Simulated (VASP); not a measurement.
# CaIrC4N4: single point with PBE

Crystal: CaIrC4N4.

```
Ca Ir C N
1.0
     6.34071    0.00000    0.00000
     0.00000    6.34071    0.00000
     0.00000    0.00000    6.34071
Ca Ir C N
1 1 4 4
Direct
  0.50000 0.50000 0.50000
  0.00000 0.00000 0.00000
  0.17934 0.17934 0.17934
  0.17934 0.82066 0.82066
  0.82066 0.17934 0.82066
  0.82066 0.82066 0.17934
  0.28656 0.28656 0.28656
  0.28656 0.71344 0.71344
  0.71344 0.28656 0.71344
  0.71344 0.71344 0.28656
```

| Property | Result |
| --- | --- |
| Program | VASP 6.6.1 |
| Task | single point |
| Functional | PBE |
| Potentials or basis | VASP PAW PBE potentials, release 64 (Ca_sv, Ir, C, N) |
| Cutoff | 520 eV |
| k mesh | 4 × 4 × 4 |
| Occupations | gaussian, width 0.02 eV |
| Spin | collinear spin |
| Starting moments | [0.0, 0.86, 0.0, 0.0, 0.0, 0.0, 0.0, 0.0, 0.0, 0.0] μB |

| Item | Value |
| --- | --- |
| Pressure | 0.4 GPa |
| Largest force | 0.301 eV/Å |
| Band gap on the k mesh | 0.72 eV (least direct gap 0.75 eV) |
| Net moment | 3.00 μB per cell |
| Site moments | Ca +0.01; Ir +1.44; C +0.04; N +0.13 μB |
| Valence electrons inside the program's atomic spheres | Ca 8.11; Ir 8.63; C 2.58; N 3.88 |

Forces in eV/Å, atoms in the order of the input:
```
Ca   0.000  0.000  0.000
Ir   0.000  0.000  0.000
C   -0.146 -0.146 -0.146
C   -0.146  0.146  0.146
C    0.146 -0.146  0.146
C    0.146  0.146 -0.146
N    0.174  0.174  0.174
N    0.174 -0.174 -0.174
N   -0.174  0.174 -0.174
N   -0.174 -0.174  0.174
```

Levels at points of the mesh, in eV from the valence-band top:
Spin up:
| k point | band 25 | band 26 | band 27 | band 28 | band 29 | band 30 | band 31 | band 32 | band 33 | band 34 |
| --- | --- | --- | --- | --- | --- | --- | --- | --- | --- | --- |
| (0.00, 0.00, 0.00) | -1.84 | -1.84 | -0.13 | -0.13 | -0.13 | 4.44 | 4.44 | 4.44 | 4.46 | 4.46 |
| (0.50, 0.00, 0.00) | -1.78 | -1.68 | -0.14 | -0.06 | -0.06 | 3.99 | 4.30 | 4.30 | 4.30 | 4.61 |
| (0.50, 0.50, 0.00) | -1.74 | -1.64 | -0.12 | 0.00 | 0.00 | 3.96 | 4.29 | 4.29 | 4.38 | 4.80 |
| (0.50, 0.50, 0.50) | -1.74 | -1.74 | -0.04 | -0.04 | -0.04 | 4.47 | 4.47 | 4.69 | 4.69 | 4.69 |
Spin down:
```
           k point  band 24  band 25  band 26  band 27  band 28  band 29
(0.00, 0.00, 0.00)    -3.08    -1.39    -1.39     0.72     0.72     0.73
(0.50, 0.00, 0.00)    -3.08    -1.33    -1.23     0.72     0.83     0.83
(0.50, 0.50, 0.00)    -3.07    -1.30    -1.20     0.75     0.89     0.89
(0.50, 0.50, 0.50)    -3.00    -1.30    -1.30     0.85     0.85     0.85
```

Run time: 3.3 min on 1 thread of Intel(R) Xeon(R) Platinum 8488C (Sapphire Rapids), with other jobs on the host, peak memory 0.51 GiB.

Caveat: spin-orbit coupling is left out, which moves the levels of the heavy elements. A k mesh can miss the band edges.
